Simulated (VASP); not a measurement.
# Cr (Im-3m) in VASP: further runs

The runs below take Cr through single point, with PBE.

Program: VASP 6.6.1. These are calculated values, not measurements. Logs are shortened: lines on timing, memory, paths and dates and some standing lists are left out, and cuts for length are marked.

## 1. The cell of the first run

The structure is cubic, space group Im-3m (No. 229). The conventional cell has a = 2.969 Å, b = 2.969 Å, c = 2.969 Å, α = 90.00°, β = 90.00°, γ = 90.00°. Within 3.4 Å of Cr (site symmetry m-3m) lie 14 Cr at 2.57 to 2.97 Å.

## 2. Single point, PBE, collinear spin, ferromagnetic start

INCAR

```
SYSTEM = Cr
PREC = Accurate ; ENCUT = 520
EDIFF = 1E-6 ; ISMEAR = -1
SIGMA = 0.05 ; LREAL = .FALSE.
LASPH = .TRUE. ; NELM = 150
ALGO = Normal ; ISIF = 2
LWAVE = .FALSE. ; LCHARG = .FALSE.
ISPIN = 2 ; MAGMOM = 3 3
LORBIT = 11 ; LMAXMIX = 4
GGA = PE ; NBANDS = 23
```

KPOINTS

```
regular mesh
0
G
  11 11 11
  0 0 0
```

POSCAR

```
Cr
1.0
    2.9688993551      0.0000000000      0.0000000000
    0.0000000000      2.9688993551      0.0000000000
    0.0000000000      0.0000000000      2.9688993551
Cr
2
Direct
    0.0000000000      0.0000000000      0.0000000000
    0.5000000000      0.5000000000      0.5000000000
```

Potentials or basis: VASP PAW PBE potentials, release 64 (Cr_pv).

Launch:

```console
$ cat potpaw_PBE.64/Cr_pv/POTCAR > POTCAR
$ mpirun -np 1 vasp_std > vasp.out
```

OUTCAR:

```text
SYSTEM = Cr
   PREC = Accurate
   ENCUT = 520
   EDIFF = 1E-6
   ISMEAR = -1
   LREAL = .FALSE.
   LASPH = .TRUE.
   NELM = 150
   ISIF = 2
   ISPIN = 2
   LORBIT = 11
   GGA = PE

 ion  position               nearest neighbor table
   1  0.000  0.000  0.000-   2 2.57   2 2.57   2 2.57   2 2.57   2 2.57   2 2.57   2 2.57   2 2.57

   2  0.500  0.500  0.500-   1 2.57   1 2.57   1 2.57   1 2.57   1 2.57   1 2.57   1 2.57   1 2.57

  LATTYP: Found a simple cubic cell.
 ALAT       =     2.9688993551

  Lattice vectors:

 A1 = (   2.9688993551,   0.0000000000,   0.0000000000)
 A2 = (   0.0000000000,   2.9688993551,   0.0000000000)
 A3 = (   0.0000000000,   0.0000000000,   2.9688993551)

Analysis of symmetry for initial positions (statically):
=====================================================================
 Subroutine PRICEL returns following result:

  LATTYP: Found a body centered cubic cell.
 ALAT       =     2.9688993551

  Lattice vectors:

 A1 = (   1.4844496776,   1.4844496776,  -1.4844496775)
 A2 = (  -1.4844496776,   1.4844496775,   1.4844496775)
 A3 = (   1.4844496776,  -1.4844496775,   1.4844496776)

   2 primitive cells build up your supercell.

 Routine SETGRP: Setting up the symmetry group for a
 simple cubic supercell.

 Subroutine GETGRP returns: Found 48 space group operations
 (whereof 48 operations were pure point group operations)
 out of a pool of 48 trial point group operations.

The static configuration has the point symmetry O_h .

Analysis of symmetry for dynamics (positions and initial velocities):
=====================================================================
 Subroutine PRICEL returns following result:

  LATTYP: Found a body centered cubic cell.
 ALAT       =     2.9688993551

  Lattice vectors:

 A1 = (   1.4844496776,   1.4844496776,  -1.4844496775)
 A2 = (  -1.4844496776,   1.4844496775,   1.4844496775)
 A3 = (   1.4844496776,  -1.4844496775,   1.4844496776)

   2 primitive cells build up your supercell.

 Routine SETGRP: Setting up the symmetry group for a
 simple cubic supercell.

 Subroutine GETGRP returns: Found 48 space group operations
 (whereof 48 operations were pure point group operations)
 out of a pool of 48 trial point group operations.

The dynamic configuration has the point symmetry O_h .

Analysis of structural, dynamic, and magnetic symmetry:
=====================================================================
 Subroutine PRICEL returns following result:

  LATTYP: Found a body centered cubic cell.
 ALAT       =     2.9688993551

  Lattice vectors:

 A1 = (   1.4844496776,   1.4844496776,  -1.4844496775)
 A2 = (  -1.4844496776,   1.4844496775,   1.4844496775)
 A3 = (   1.4844496776,  -1.4844496775,   1.4844496776)

   2 primitive cells build up your supercell.

 Routine SETGRP: Setting up the symmetry group for a
 simple cubic supercell.

 Subroutine GETGRP returns: Found 48 space group operations
 (whereof 48 operations were pure point group operations)
 out of a pool of 48 trial point group operations.

The overall configuration has the point symmetry O_h .

 Subroutine INISYM returns: Found 48 space group operations
 (whereof 48 operations are pure point group operations),
 and found     2 'primitive' translations

----------------------------------------------------------------------------------------

                                     Primitive cell

  volume of cell :      13.0845

  direct lattice vectors                    reciprocal lattice vectors
     1.484449678  1.484449678 -1.484449678     0.336825160  0.336825160  0.000000000
    -1.484449678  1.484449678  1.484449678    -0.000000000  0.336825160  0.336825160
     1.484449678 -1.484449678  1.484449678     0.336825160  0.000000000  0.336825160

  length of vectors
     2.571142263  2.571142263  2.571142263     0.476342709  0.476342709  0.476342709

  position of ions in fractional coordinates (direct lattice)
     0.000000000  0.000000000  0.000000000

  ion indices of the primitive-cell ions
   primitive index   ion index
                 1           1

----------------------------------------------------------------------------------------

 KPOINTS: regular mesh

Automatic generation of k-mesh.
 Grid dimensions read from file:
 generate k-points for:   11   11   11

 Generating k-lattice:

  Cartesian coordinates                     Fractional coordinates (reciprocal lattice)
     0.030620469  0.000000000  0.000000000     0.090909091  0.000000000  0.000000000
     0.000000000  0.030620469  0.000000000     0.000000000  0.090909091  0.000000000
     0.000000000  0.000000000  0.030620469     0.000000000  0.000000000  0.090909091

  Length of vectors
     0.030620469  0.030620469  0.030620469

  Shift w.r.t. Gamma in fractional coordinates (k-lattice)
     0.000000000  0.000000000  0.000000000

 Subroutine IBZKPT returns following result:
 ===========================================

 Found     56 irreducible k-points:

 Following reciprocal coordinates:
            Coordinates               Weight
  0.000000  0.000000  0.000000      1.000000
  0.090909  0.000000  0.000000      6.000000
  0.181818  0.000000  0.000000      6.000000
  0.272727  0.000000  0.000000      6.000000
  0.363636  0.000000  0.000000      6.000000
  0.454545  0.000000  0.000000      6.000000
[... 16 lines left out ...]
  0.181818  0.090909  0.090909     24.000000
  0.272727  0.090909  0.090909     24.000000
 [... further k-points ...]
   k-points           NKPTS =     56   k-points in BZ     NKDIM =     56   number of bands    NBANDS=     23
   number of dos      NEDOS =    301   number of ions     NIONS =      2
   total plane-waves  NPLWV =  13824
   dimension x,y,z NGX =    24 NGY =   24 NGZ =   24
   dimension x,y,z NGXF=    48 NGYF=   48 NGZF=   48
   ions per type =               2
   NGX,Y,Z   is equivalent  to a cutoff of  13.44, 13.44, 13.44 a.u.
   NGXF,Y,Z  is equivalent  to a cutoff of  26.88, 26.88, 26.88 a.u.
 SYSTEM =  Cr
   PREC   = accura    normal or accurate (medium, high low for compatibility)
   ISTART =      0    job   : 0-new  1-cont  2-samecut
   ICHARG =      2    charge: 1-file 2-atom 10-const
   ISPIN  =      2    spin polarized calculation?
   LNONCOLLINEAR =      F non collinear calculations
   LSORBIT =      F    spin-orbit coupling
   LASPH  =      T    aspherical Exc in radial PAW
   ENCUT  =  520.0 eV  38.22 Ry    6.18 a.u.   5.52  5.52  5.52*2*pi/ulx,y,z
   NELM   =    150;   NELMIN=  2; NELMDL= -5     # of ELM steps
   EDIFF  = 0.1E-05   stopping-criterion for ELM
   LREAL  =      F    real-space projection
   EDIFFG = 0.1E-04   stopping-criterion for IOM
   NSW    =      0    number of steps for IOM
   IBRION =     -1    ionic relax: 0-MD 1-quasi-New 2-CG
   NFREE  =      0    steps in history (QN), initial steepest desc. (CG)
   ISIF   =      2    stress and relaxation
   ISYM   =      2    0-nonsym 1-usesym 2-fastsym
   POTIM  = 0.5000    time-step for ionic-motion
   TEBEG  =    0.0;   TEEND  =   0.0 temperature during run
   PSTRESS=    0.0 pullay stress
   NELECT =      24.0000    total number of electrons
   NUPDOWN=      -1.0000    fix difference up-down
   EMIN   =  10.00;   EMAX   =-10.00  energy-range for DOS
   EFERMI =   0.00;   METHOD = LEGACY
   ISMEAR =    -1;   SIGMA  =   0.05  broadening in eV -4-tet -1-fermi 0-gaus
   EFERMI_NEDOS =   21; number of points for ismear=-14 and -15
   IALGO  =     38    algorithm
   IMIX   =      4    mixing-type and parameters
     AMIX     =   0.40;   BMIX     =  1.00
     AMIX_MAG =   1.60;   BMIX_MAG =  1.00
  volume/ion in A,a.u.               =      13.08        88.30
  Fermi-wavevector in a.u.,A,eV,Ry     =   1.590559  3.005721 34.421077  2.529878
  Thomas-Fermi vector in A             =   2.689235
   LORBIT       =     11    0 simple, 1 ext, 2 COOP (PROOUT), +10 PAW based schemes
   GGA     = PE    functional components
   LHFCALC =     F    Hartree Fock is set to
   AEXX    =    0.0000 exact exchange contribution
   IVDW    =     0    specifies the selected vdW correction
   LEPSILON=     F    determine dielectric tensor
   LRPA    =     F    only Hartree local field effects (RPA)
 spin polarized calculation
  energy-cutoff  :      520.00
  volume of cell :       26.17
 maximum number of plane-waves:       739
 NGX is ok and might be reduce to    24
   NGX = 11   NGY = 11   NGZ = 11

 number of electron      24.0000016 magnetization       0.0006869

 number of electron      24.0000016 magnetization      -0.0000162

 Free energy of the ion-electron system (eV)
  ---------------------------------------------------
  ext. energy  EPLUGINS =         0.00000000
  ---------------------------------------------------
  free energy    TOTEN  =       -18.76859195 eV

  energy without entropy =      -18.75458972  energy(sigma->0) =      -18.76159084

 E-fermi :   9.2846     XC(G=0): -12.9648

 val. band max:        9.2622004969   @ k =   0.1818   0.1818   0.0909
 cond. band min:       9.2960958538   @ k =   0.3636   0.0000   0.0000
 fundamental gap:      0.0338953569
 Fermi energy:         9.2846034989

 spin component 1

 k-point     1 :       0.0000    0.0000    0.0000
  band No.  band energies     occupation
      1     -34.0106      1.00000
      2     -34.0106      1.00000
      3     -34.0106      1.00000
      4     -33.5819      1.00000
      5     -33.5819      1.00000
      6     -33.5819      1.00000
[... 15 lines left out ...]
     22      18.8409      0.00000
     23      25.0311      0.00000

 k-point     2 :       0.0909    0.0000    0.0000
  band No.  band energies     occupation
      1     -34.0104      1.00000
      2     -34.0014      1.00000
      3     -34.0014      1.00000
      4     -33.5993      1.00000
      5     -33.5900      1.00000
      6     -33.5900      1.00000
[... 15 lines left out ...]
     22      19.2032      0.00000
     23      25.0495      0.00000
[... 544 lines left out ...]
     22      19.6871      0.00000
     23      26.1749      0.00000

 k-point    24 :       0.2727    0.0909    0.0909
  band No.  band energies     occupation
      1     -34.0433      1.00000
      2     -33.9451      1.00000
      3     -33.8547      1.00000
      4     -33.7996      1.00000
      5     -33.6546      1.00000
      6     -33.6150      1.00000
[... 15 lines left out ...]
     22      20.7897      0.00000
     23      26.4861      0.00000

 [... further k-points ...]

 spin component 2

 k-point     1 :       0.0000    0.0000    0.0000
  band No.  band energies     occupation
      1     -34.0107      1.00000
      2     -34.0107      1.00000
      3     -34.0107      1.00000
      4     -33.5819      1.00000
      5     -33.5819      1.00000
      6     -33.5819      1.00000
[... 15 lines left out ...]
     22      18.8408      0.00000
     23      25.0311      0.00000

 k-point     2 :       0.0909    0.0000    0.0000
  band No.  band energies     occupation
      1     -34.0104      1.00000
      2     -34.0015      1.00000
      3     -34.0015      1.00000
      4     -33.5994      1.00000
      5     -33.5901      1.00000
      6     -33.5901      1.00000
[... 15 lines left out ...]
     22      19.2031      0.00000
     23      25.0495      0.00000
[... 544 lines left out ...]
     22      19.6871      0.00000
     23      26.1749      0.00000

 k-point    24 :       0.2727    0.0909    0.0909
  band No.  band energies     occupation
      1     -34.0433      1.00000
      2     -33.9451      1.00000
      3     -33.8547      1.00000
      4     -33.7996      1.00000
      5     -33.6547      1.00000
      6     -33.6150      1.00000
[... 15 lines left out ...]
     22      20.7897      0.00000
     23      26.4861      0.00000

 [... further k-points ...]

------------------------ aborting loop because EDIFF is reached ----------------------------------------

  FORCE on cell =-STRESS in cart. coord.  units (eV):
  Direction    XX          YY          ZZ          XY          YZ          ZX
  --------------------------------------------------------------------------------------
  -------------------------------------------------------------------------------------
  Total       -4.0789928     -4.0789928     -4.0789928      0.0000000      0.0000000     -0.0000000
  in kB     -249.7336669   -249.7336669   -249.7336669      0.0000000      0.0000000     -0.0000000
  external PRESSURE =    -249.7336669 kB  Pullay stress =       0.0000000 kB

 VOLUME and BASIS-vectors are now :
 -----------------------------------------------------------------------------
  energy-cutoff  :      520.00
  volume of cell :       26.17
      direct lattice vectors                 reciprocal lattice vectors
     2.968899355  0.000000000  0.000000000     0.336825160  0.000000000  0.000000000
     0.000000000  2.968899355  0.000000000     0.000000000  0.336825160  0.000000000
     0.000000000  0.000000000  2.968899355     0.000000000  0.000000000  0.336825160

 POSITION                                       TOTAL-FORCE (eV/Angst)
 -----------------------------------------------------------------------------------
      0.00000      0.00000      0.00000        -0.000000     -0.000000     -0.000000
      1.48445      1.48445      1.48445         0.000000      0.000000      0.000000
 -----------------------------------------------------------------------------------
    total drift:                                0.000000      0.000000     -0.000000

  FREE ENERGIE OF THE ION-ELECTRON SYSTEM (eV)
  ---------------------------------------------------
  free  energy   TOTEN  =       -18.7685919508 eV

  energy  without entropy=      -18.7545897239  energy(sigma->0) =      -18.76159084

 total charge

# of ion       s       p       d       tot
------------------------------------------
    1        0.397   6.330   4.087  10.814
    2        0.397   6.330   4.087  10.814
--------------------------------------------------
tot          0.794  12.660   8.174  21.628

 magnetization (x)

# of ion       s       p       d       tot
------------------------------------------
    1       -0.000  -0.000  -0.000  -0.000
    2       -0.000  -0.000  -0.000  -0.000
--------------------------------------------------
tot         -0.000  -0.000  -0.000  -0.000
```

Run time: 53 s. Hardware: 1 thread of Intel Xeon 8259CL, shared host; peak memory 0.18 GiB.

Results:

```
Free energy                                           : -18.7686 eV
Pressure                                              : -25.0 GPa
Band gap on the k mesh                                : zero (filled and empty bands overlap)
Net moment                                            : 0.00 μB per cell
Valence electrons inside the program's atomic spheres : Cr 10.81
```

Levels at points of the mesh, in eV from the Fermi level:
Spin up:
```csv
k point,band 9,band 10,band 11,band 12,band 13,band 14,band 15,band 16
"(0.00, 0.00, 0.00)",-3.59,-0.76,-0.76,-0.76,0.99,0.99,2.05,2.05
```
Spin down:
```
           k point  band 9  band 10  band 11  band 12  band 13  band 14  band 15  band 16
(0.00, 0.00, 0.00)   -3.59    -0.76    -0.76    -0.76     0.99     0.99     2.05     2.05
```

Caveat: the cell stands under tension; an empty level that is flat over the whole mesh can mark a ghost state of the potentials, or a narrow d or f band.

(Continued in part 2 of 2.)
